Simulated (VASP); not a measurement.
# MgO (Immm) in VASP: single point with HSE06

Aim: the single point of MgO with HSE06.

All numbers are computed with VASP 6.6.1; they aren't measurements. Logs are shortened: lines on timing, memory, paths and dates and some standing lists are left out, and cuts for length are marked.

## 1. The cell of the first run

The structure is orthorhombic, space group Immm (No. 71). Conventional cell: a = 2.953 Å, b = 2.993 Å, c = 4.204 Å, α = 90.00°, β = 90.00°, γ = 90.00°. Mg (site symmetry mmm) has 6 O at 2.10 Å within 2.8 Å. O (site symmetry mmm) has 6 Mg at 2.10 Å within 2.8 Å.

## 2. Single point, HSE06 (shear xy strain -1.3%)

POSCAR

```
MgO
1.0
   -0.0139794133      2.1021674168      2.1021674168
    2.1021674168     -0.0139794133      2.1021674168
    2.0881880035      2.0881880035      0.0000000000
Mg O
1 1
Direct
    0.0000000000      0.0000000000      0.0000000000
    0.5000000000      0.5000000000      0.5000000000
```

INCAR.step1

```
ALGO = Normal
EDIFF = 1E-5
ENCUT = 520
GGA = PE
ISIF = 2
ISMEAR = 0
LASPH = T
LCHARG = F
LREAL = F
LWAVE = T
NBANDS = 11
NELM = 100
PREC = Accurate
SIGMA = 0.01
```

INCAR.step2

```
ALGO = Normal
EDIFF = 1E-7
ENCUT = 520
GGA = PE
HFSCREEN = 0.2079
ISIF = 2
ISMEAR = 0
ISTART = 1
LASPH = T
LCHARG = F
LHFCALC = T
LREAL = F
LWAVE = F
NBANDS = 11
NELM = 100
PREC = Accurate
PRECFOCK = Normal
SIGMA = 0.01
```

KPOINTS

```
k-points
0
Gamma
  8 8 8
```

Potentials or basis: VASP PAW PBE potentials, release 64 (Mg, O).

Launch:

```sh
cat potpaw_PBE.64/Mg/POTCAR potpaw_PBE.64/O/POTCAR > POTCAR
cp INCAR.step1 INCAR
mpirun -np 1 vasp_std > vasp.out
cp INCAR.step2 INCAR
mpirun -np 1 vasp_std > vasp.out
```

OUTCAR:

```text
EDIFF = 1E-7
   ENCUT = 520
   GGA = PE
   HFSCREEN = 0.2079
   ISIF = 2
   ISMEAR = 0
   ISTART = 1
   LASPH = T
   LHFCALC = T
   LREAL = F
   NELM = 100
   PREC = Accurate
   PRECFOCK = Normal

 ion  position               nearest neighbor table
   1  0.000  0.000  0.000-   2 2.10   2 2.10   2 2.10   2 2.10   2 2.10   2 2.10
   2  0.500  0.500  0.500-   1 2.10   1 2.10   1 2.10   1 2.10   1 2.10   1 2.10

  LATTYP: Found a body centered orthorhombic cell.
 ALAT       =     2.9531437953
 B/A-ratio  =     1.0133890371
 C/A-ratio  =     1.4236810413

  Lattice vectors:

 A1 = (   0.0139794133,  -2.1021674168,  -2.1021674168)
 A2 = (  -0.0139794133,   2.1021674168,  -2.1021674168)
 A3 = (   2.1021674168,  -0.0139794133,   2.1021674168)

Analysis of symmetry for initial positions (statically):
=====================================================================
 Subroutine PRICEL returns:
 Original cell was already a primitive cell.

 Routine SETGRP: Setting up the symmetry group for a
 body centered orthorhombic supercell.

 Subroutine GETGRP returns: Found  8 space group operations
 (whereof  8 operations were pure point group operations)
 out of a pool of  8 trial point group operations.

The static configuration has the point symmetry D_2h.

Analysis of symmetry for dynamics (positions and initial velocities):
=====================================================================
 Subroutine PRICEL returns:
 Original cell was already a primitive cell.

 Routine SETGRP: Setting up the symmetry group for a
 body centered orthorhombic supercell.

 Subroutine GETGRP returns: Found  8 space group operations
 (whereof  8 operations were pure point group operations)
 out of a pool of  8 trial point group operations.

The dynamic configuration has the point symmetry D_2h.

 Subroutine INISYM returns: Found  8 space group operations
 (whereof  8 operations are pure point group operations),
 and found     1 'primitive' translations

----------------------------------------------------------------------------------------

                                     Primitive cell

  volume of cell :      18.5786

  direct lattice vectors                    reciprocal lattice vectors
    -0.013979413  2.102167417  2.102167417    -0.236278501  0.236278501  0.237849753
     2.102167417 -0.013979413  2.102167417     0.236278501 -0.236278501  0.237849753
     2.088188004  2.088188004  0.000000000     0.239442042  0.239442042 -0.237849753

  length of vectors
     2.972946538  2.972946538  2.953143795     0.410155537  0.410155537  0.413808516

  position of ions in fractional coordinates (direct lattice)
     0.000000000  0.000000000  0.000000000
     0.500000000  0.500000000  0.500000000

  ion indices of the primitive-cell ions
   primitive index   ion index
                 1           1
                 2           2

----------------------------------------------------------------------------------------

 KPOINTS: k-points

Automatic generation of k-mesh.
 Grid dimensions read from file:
 generate k-points for:    8    8    8

 Generating k-lattice:

  Cartesian coordinates                     Fractional coordinates (reciprocal lattice)
    -0.029534813  0.029534813  0.029731219     0.125000000  0.000000000  0.000000000
     0.029534813 -0.029534813  0.029731219     0.000000000  0.125000000  0.000000000
     0.029930255  0.029930255 -0.029731219     0.000000000  0.000000000  0.125000000

  Length of vectors
     0.051269442  0.051269442  0.051726065

  Shift w.r.t. Gamma in fractional coordinates (k-lattice)
     0.000000000  0.000000000  0.000000000

 Subroutine IBZKPT returns following result:
 ===========================================

 Found     95 irreducible k-points:

 Following reciprocal coordinates:
            Coordinates               Weight
  0.000000  0.000000  0.000000      1.000000
  0.125000 -0.000000  0.000000      4.000000
  0.250000 -0.000000  0.000000      4.000000
  0.375000  0.000000  0.000000      4.000000
  0.500000 -0.000000  0.000000      2.000000
  0.125000  0.125000  0.000000      2.000000
[... 16 lines left out ...]
  0.125000  0.000000  0.125000      4.000000
  0.250000  0.000000  0.125000      8.000000
 [... further k-points ...]
   k-points           NKPTS =     95   k-points in BZ     NKDIM =    512   number of bands    NBANDS=     11
   number of dos      NEDOS =    301   number of ions     NIONS =      2
   total plane-waves  NPLWV =  13824
   dimension x,y,z NGX =    24 NGY =   24 NGZ =   24
   dimension x,y,z NGXF=    48 NGYF=   48 NGZF=   48
   ions per type =               1   1
   NGX,Y,Z   is equivalent  to a cutoff of  13.42, 13.42, 13.51 a.u.
   NGXF,Y,Z  is equivalent  to a cutoff of  26.84, 26.84, 27.02 a.u.
 SYSTEM =  unknown system
   PREC   = accura    normal or accurate (medium, high low for compatibility)
   ISTART =      1    job   : 0-new  1-cont  2-samecut
   ICHARG =      0    charge: 1-file 2-atom 10-const
   ISPIN  =      1    spin polarized calculation?
   LNONCOLLINEAR =      F non collinear calculations
   LSORBIT =      F    spin-orbit coupling
   LASPH  =      T    aspherical Exc in radial PAW
   ENCUT  =  520.0 eV  38.22 Ry    6.18 a.u.   5.53  5.53  5.49*2*pi/ulx,y,z
   NELM   =    100;   NELMIN=  2; NELMDL=  0     # of ELM steps
   EDIFF  = 0.1E-06   stopping-criterion for ELM
   LREAL  =      F    real-space projection
   EDIFFG = 0.1E-05   stopping-criterion for IOM
   NSW    =      0    number of steps for IOM
   IBRION =     -1    ionic relax: 0-MD 1-quasi-New 2-CG
   NFREE  =      0    steps in history (QN), initial steepest desc. (CG)
   ISIF   =      2    stress and relaxation
   ISYM   =      3    0-nonsym 1-usesym 2-fastsym
   POTIM  = 0.5000    time-step for ionic-motion
   TEBEG  =    0.0;   TEEND  =   0.0 temperature during run
   PSTRESS=    0.0 pullay stress
   NELECT =       8.0000    total number of electrons
   NUPDOWN=      -1.0000    fix difference up-down
   EMIN   =  10.00;   EMAX   =-10.00  energy-range for DOS
   EFERMI =   0.00;   METHOD = LEGACY
   ISMEAR =     0;   SIGMA  =   0.01  broadening in eV -4-tet -1-fermi 0-gaus
   EFERMI_NEDOS =   21; number of points for ismear=-14 and -15
   IALGO  =     38    algorithm
   IMIX   =      1    mixing-type and parameters
     AMIX     =   0.40;   BMIX     =  1.00
     AMIX_MAG =   1.60;   BMIX_MAG =  1.00
  volume/ion in A,a.u.               =       9.29        62.69
  Fermi-wavevector in a.u.,A,eV,Ry     =   1.236234  2.336143 20.793429  1.528274
  Thomas-Fermi vector in A             =   2.370851
   LORBIT       =      0    0 simple, 1 ext, 2 COOP (PROOUT), +10 PAW based schemes
   GGA     = PE    functional components
   LHFCALC =     T    Hartree Fock is set to
   PRECFOCK=normal    Normal, Fast or Accurate (Low or Medium for compatibility)
   ENCUT4O =  -1.0   cutoff for four orbital integrals eV
   NKREDX  =     1    reduce k-point grid by
   NKREDY  =     1    reduce k-point grid by
   NKREDZ  =     1    reduce k-point grid by
   AEXX    =    0.2500 exact exchange contribution
   HFSCREEN=    0.2079 screening length (either q_TF or 0.3 A-1)
   HFSCREENC=   0.2079 screening length for correlation (either q_TF or 0.3 A-1)
   ENCUTFOCK=  -1.0 apply spherical cutoff to Coloumb kernel
   IVDW    =     0    specifies the selected vdW correction
   LEPSILON=     F    determine dielectric tensor
   LRPA    =     F    only Hartree local field effects (RPA)
 non-spin polarized calculation
 Gauss-broadening in eV      SIGMA  =   0.01
  energy-cutoff  :      520.00
  volume of cell :       18.58
 maximum number of plane-waves:       531
 NGX is ok and might be reduce to    24
  NGX = 18; NGY = 18; NGZ = 18

 number of electron       8.0000004 magnetization

 Free energy of the ion-electron system (eV)
  ---------------------------------------------------
  ext. energy  EPLUGINS =         0.00000000
  ---------------------------------------------------
  free energy    TOTEN  =       -14.20864733 eV

  energy without entropy =      -14.20864733  energy(sigma->0) =      -14.20864733

 E-fermi :   2.1984     XC(G=0):  -9.1174

 val. band max:        2.0314732195   @ k =   0.0000   0.0000   0.0000
 cond. band min:       8.4754432177   @ k =   0.0000   0.0000   0.0000
 fundamental gap:      6.4439699982
 Fermi energy:         2.1983794167

 k-point     1 :       0.0000    0.0000    0.0000
  band No.  band energies     occupation
      1     -16.8711      2.00000
      2       1.9329      2.00000
      3       1.9811      2.00000
      4       2.0315      2.00000
      5       8.4754      0.00000
      6      19.5674      0.00000
      7      19.7687      0.00000
      8      19.9672      0.00000
      9      23.7067      0.00000
     10      25.6494      0.00000
     11      25.6526      0.00000

 k-point     2 :       0.1250   -0.0000    0.0000
  band No.  band energies     occupation
      1     -16.6997      2.00000
      2       0.9708      2.00000
      3       1.8554      2.00000
      4       1.9193      2.00000
      5       9.4074      0.00000
      6      17.9858      0.00000
      7      20.0933      0.00000
      8      20.3438      0.00000
      9      24.6699      0.00000
     10      24.7557      0.00000
     11      26.0006      0.00000

 k-point     3 :       0.2500   -0.0000    0.0000
  band No.  band energies     occupation
      1     -16.2553      2.00000
      2      -0.8633      2.00000
      3       1.6014      2.00000
      4       1.6604      2.00000
      5      10.9396      0.00000
      6      16.5202      0.00000
      7      20.6794      0.00000
      8      20.8636      0.00000
      9      24.2236      0.00000
     10      24.4328      0.00000
     11      26.3167      0.00000
[... 267 lines left out ...]
 k-point    23 :       0.1250    0.0000    0.1250
  band No.  band energies     occupation
      1     -16.6423      2.00000
      2       0.9250      2.00000
      3       1.7275      2.00000
      4       1.7302      2.00000
      5       9.7169      0.00000
      6      17.4945      0.00000
      7      20.3565      0.00000
      8      20.3584      0.00000
      9      22.9801      0.00000
     10      26.1444      0.00000
     11      27.0242      0.00000

 k-point    24 :       0.2500    0.0000    0.1250
  band No.  band energies     occupation
      1     -16.2960      2.00000
      2      -0.4173      2.00000
      3       1.4477      2.00000
      4       1.4862      2.00000
      5      11.1027      0.00000
      6      16.1430      0.00000
      7      20.5269      0.00000
      8      20.9530      0.00000
      9      22.2068      0.00000
     10      26.0998      0.00000
     11      28.4127      0.00000

 [... further k-points ...]
[... 5 lines left out ...]
  --------------------------------------------------------------------------------------
  -------------------------------------------------------------------------------------
  Total       -0.0719127     -0.0719127     -0.0764014      0.2402620      0.0000000      0.0000000
  in kB       -6.2015953     -6.2015953     -6.5886911     20.7196780      0.0000000      0.0000000
  external PRESSURE =      -6.3306273 kB  Pullay stress =       0.0000000 kB

 VOLUME and BASIS-vectors are now :
 -----------------------------------------------------------------------------
  energy-cutoff  :      520.00
  volume of cell :       18.58
      direct lattice vectors                 reciprocal lattice vectors
    -0.013979413  2.102167417  2.102167417    -0.236278501  0.236278501  0.237849753
     2.102167417 -0.013979413  2.102167417     0.236278501 -0.236278501  0.237849753
     2.088188004  2.088188004  0.000000000     0.239442042  0.239442042 -0.237849753

 POSITION                                       TOTAL-FORCE (eV/Angst)
 -----------------------------------------------------------------------------------
      0.00000      0.00000      0.00000        -0.000000      0.000000      0.000000
      2.08819      2.08819      2.10217         0.000000     -0.000000      0.000000
 -----------------------------------------------------------------------------------
    total drift:                                0.000036     -0.000029      0.000290

  FREE ENERGIE OF THE ION-ELECTRON SYSTEM (eV)
  ---------------------------------------------------
  free  energy   TOTEN  =       -14.2086473269 eV

  energy  without entropy=      -14.2086473269  energy(sigma->0) =      -14.20864733
```

Wall time 2.1 h (1 thread of Intel Xeon Platinum 8259CL at 2.50GHz (Skylake/Cascade Lake), shared host); peak memory 0.28 GiB.

What came out:

```
Free energy            : -14.2086 eV
Pressure               : -0.6 GPa
Band gap on the k mesh : 6.44 eV
```

Caveat: the cell differs from its parent crystal (shear xy strain -1.3%); the PAW data sets were made with another functional, which shifts forces and pressure a little.
